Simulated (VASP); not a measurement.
A run of VASP 6.6.1 is set up as follows.

INCAR

```
SYSTEM = SnSe2
PREC = Accurate
ENCUT = 520
EDIFF = 1E-6
ISMEAR = 0
SIGMA = 0.02
LREAL = .FALSE.
LASPH = .TRUE.
NELM = 80
ALGO = Normal
ISIF = 2
LWAVE = .FALSE.
LCHARG = .FALSE.
GGA = PE
NBANDS = 20
```

KPOINTS

```
Automatic mesh
0
G
  12 12 4
  0 0 0
```

Contents of POSCAR:

```
SnSe2
1.0
    3.8716723131      0.0000000000      0.0000000000
   -1.9358361566      3.3529665783      0.0000000000
    0.0000000000      0.0000000000      6.6922569850
Sn Se
1 2
Direct
    0.0000000000      0.0000000000      0.0000000000
    0.6666666667      0.3333333333      0.7618647695
    0.3333333333      0.6666666667      0.2381352305
```

Potentials or basis: VASP PAW PBE potentials, release 64 (Sn_d, Se).

Run with:

```console
$ cat potpaw_PBE.64/Sn_d/POTCAR potpaw_PBE.64/Se/POTCAR > POTCAR
$ mpirun -np 1 vasp_std > vasp.out
```

(1) What does it give for the pressure?

(2) Estimate the largest force.

(3) What does it give for the band gap on the k mesh?

Answers

(1) 0.2 GPa.

(2) 0.014 eV/Å.

(3) 0.69 eV (least direct gap 1.11 eV).

Caveat: semilocal functionals underestimate gaps, and a narrow one can read as zero; spin-orbit coupling is left out, which moves the levels of the heavy elements; this functional lacks dispersion, which binds layers or chains, so the pressure and a relaxed spacing across them are unreliable.
